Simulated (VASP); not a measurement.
TiO2, 9 atoms in the cell. The structure is trigonal, space group P3_121 (No. 152). The conventional cell has a = 5.291 Å, b = 5.291 Å, c = 6.133 Å, α = 90.00°, β = 90.00°, γ = 120.00°. Ti (site symmetry 2) has 4 O at 1.73 to 1.88 Å within 2.3 Å. O (site symmetry 1) has 2 Ti at 1.73 to 1.88 Å within 2.3 Å. 

| Item | Value |
| --- | --- |
| Program | VASP 6.6.1 |
| Task | single point |
| Functional | LDA |
| Potentials or basis | VASP PAW LDA potentials, release 64 (Ti_sv, O) |
| Cutoff | 520 eV |
| k mesh | 3 × 3 × 2, shifted |
| Occupations | gaussian, width 0.01 eV |
| Spin | no spin polarisation |
| Dipole correction | no |
| Further INCAR settings | ALGO = Normal; EDIFF = 1e-06; NBANDS = 46; ISYM = 0 |

Potentials or basis: VASP PAW LDA potentials, release 64 (Ti_sv, O).

Run with:

```sh
$ cat potpaw_LDA.64/Ti_sv/POTCAR potpaw_LDA.64/O/POTCAR > POTCAR
$ mpirun -np 1 vasp_std > vasp.out
```

Hardware: 1 thread of Intel(R) Xeon(R) Platinum 8488C (Sapphire Rapids), on a shared host.

Problem. How long does it take, and how much memory?

Solution. It took 3.3 min on 1 thread of Intel(R) Xeon(R) Platinum 8488C (Sapphire Rapids), on a shared host, peak memory 0.28 GiB. Counts: scf iterations 15, k points 27.
